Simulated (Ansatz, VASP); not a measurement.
**One calculation of ZnS, two programs**

File INCAR:

```
PREC = Accurate
ENCUT = 520
EDIFF = 1E-6
ISMEAR = 0
SIGMA = 0.01
LREAL = F
LASPH = T
NELM = 60
ALGO = Normal
ISIF = 2
LWAVE = F
LCHARG = F
NBANDS = 26
```

KPOINTS

```
Automatic mesh
0
Gamma
  6 6 4
```

File POSCAR:

```
ZnS
1.0
    3.7756147610      0.0000000000      0.0000000000
   -1.8878073805      3.2697782980      0.0000000000
    0.0000000000      0.0000000000      6.1037532428
Zn S
2 2
Direct
    0.3333333333      0.6666666667      0.0040486444
    0.6666666667      0.3333333333      0.5040486444
    0.3333333333      0.6666666667      0.3809513556
    0.6666666667      0.3333333333      0.8809513556
```

Input for Ansatz:

```yaml
crystal:
  lattice:
    - [3.77561476102, 0.0, 0.0]
    - [-1.88780738051, 3.26977829795, 0.0]
    - [0.0, 0.0, 6.10375324284]
  atoms:
    - { symbol: Zn, position: [0.333333333333, 0.666666666667, 0.004048644432] }
    - { symbol: Zn, position: [0.666666666667, 0.333333333333, 0.504048644432] }
    - { symbol: S, position: [0.333333333333, 0.666666666667, 0.380951355568] }
    - { symbol: S, position: [0.666666666667, 0.333333333333, 0.880951355568] }
kpoints:
  mp_grid: { grid: [6, 6, 4] }
scf:
  occupations: { method: fixed }
  convergence: { dr2_threshold: 1.0e-10 }
hamiltonian:
  xc: lda
  pseudopotentials: { kind: all_electron, lapw: { basis_error: 0.0005 } }
output:
  forces: true
  stress: true
  eigenstates:
    kpoints:
      - [0.0, 0.0, 0.0]
      - [0.0, 0.0, -0.5]
      - [-0.5, 0.0, 0.0]
      - [-0.5, 0.5, 0.0]
      - [0.0, -0.5, 0.0]
      - [-0.5, 0.0, -0.5]
      - [-0.5, 0.5, -0.5]
      - [0.0, -0.5, -0.5]
  eigenvalues: true
```

Change from the starting cell: film at in-plane strain +0.01.

Alike in both runs: task single point; functional LDA; k mesh 6 × 6 × 4; no spin polarisation.

|  | VASP | Ansatz |
| --- | --- | --- |
| version | VASP 6.6.1 | Ansatz 0.2.0 |
| potentials or method | VASP PAW LDA potentials, release 64 (Zn, S), cutoff 520 eV | all-electron LAPW, scalar-relativistic |
| occupations | gaussian, width 0.01 eV | fixed |

|  | VASP | Ansatz | Ansatz less VASP |
| --- | --- | --- | --- |
| gap on the k mesh at the Fermi level (eV) | 2.21 | 2.18 | -0.032 |
| pressure (GPa) | -0.9 | -1.1 | -0.21 |
| traceless stress, the component that is largest in VASP (GPa) | 1.11 | 1.10 | -0.009 |

LDA's correlation is that of Perdew and Zunger in VASP and of Perdew and Wang (1992) in Ansatz. Ansatz ran all-electron here, and VASP with PAW potentials.
